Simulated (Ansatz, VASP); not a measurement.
# TaN: VASP beside Ansatz

File POSCAR:

```
TaN
1.0
    2.9379988584      0.0000000000      0.0000000000
   -1.4689994292      2.5825473724      0.0000000000
    0.0000000000      0.0000000000      2.8830000000
Ta N
1 1
Direct
    0.3333333333      0.6666666667      0.5000000000
    0.0000000000      0.0000000000      0.0000000000
```

The input INCAR.step1:

```
PREC = Accurate ; ENCUT = 520
ISMEAR = 0 ; SIGMA = 0.15
LREAL = False ; LASPH = True
NELM = 100 ; NBANDS = 15
GGA = PE ; ALGO = Normal
EDIFF = 1E-4 ; LWAVE = True
LCHARG = False
```

Contents of INCAR.step2:

```
PREC = Accurate ; ENCUT = 520
EDIFF = 1E-7 ; ISMEAR = 0
SIGMA = 0.15 ; LREAL = False
LASPH = True ; NELM = 100
ALGO = Normal ; ISIF = 2
LWAVE = False ; LCHARG = False
METAGGA = R2SCAN ; LMIXTAU = True
NBANDS = 15 ; ISTART = 1
```

KPOINTS

```
regular mesh
0
Gamma
  18 18 16
```

Input for Ansatz:

```yaml
crystal:
  lattice:
    - [2.9379988584, 0.0, 0.0]
    - [-1.4689994292, 2.5825473724, 0.0]
    - [0.0, 0.0, 2.883]
  atoms:
    - { symbol: Ta, position: [0.3333333333, 0.6666666667, 0.5] }
    - { symbol: "N", position: [0.0, 0.0, 0.0] }
basis:
  ecutwfc: 500
kpoints:
  mp_grid: { grid: [18, 18, 16] }
hamiltonian:
  xc: r2scan
scf:
  occupations: { method: gaussian, width: 0.15 }
output:
  forces: true
  stress: true
  eigenvalues: true
```

Change from the starting cell: strain +0.0150 x Voigt [0, 1, 0, 0, 0, 0], atoms carried along.

Alike in both runs: task single point; functional r2SCAN; k mesh 18 × 18 × 16; occupations gaussian, width 0.15 eV; no spin polarisation.

|  | VASP | Ansatz |
| --- | --- | --- |
| version | VASP 6.6.1 | Ansatz 0.2.0 |
| potentials or method | VASP PAW PBE potentials, release 64 (Ta_pv, N), cutoff 520 eV | scalar-relativistic, plane waves, PAW |
| valence electrons in the cell | 16 | 18 |

VASP gave:

| Property | Result |
| --- | --- |
| gap on the k mesh at the Fermi level (eV) | none |
| pressure (GPa) | -3.7 |
| traceless stress, the component that is largest in VASP (GPa) | -5.08 |
| rms of the force components (eV/Å) | 0.008 |

Problem. Estimate Ansatz's values.

Solution. gap on the k mesh at the Fermi level (eV): none; pressure (GPa): -5.2; traceless stress, the component that is largest in VASP (GPa): -5.01; rms of the force components (eV/Å): 0.007.

VASP's potentials were made for PBE, not for r2SCAN. Atom by atom the forces differ by 0.001 eV/Å (rms over components). A gap of «none» marks a metal or a gap that the smearing closes. VASP's potentials hold 16 valence electrons a cell and Ansatz's 18, so a difference there can come from the potentials and not from the codes.

Spin-orbit coupling is off throughout.
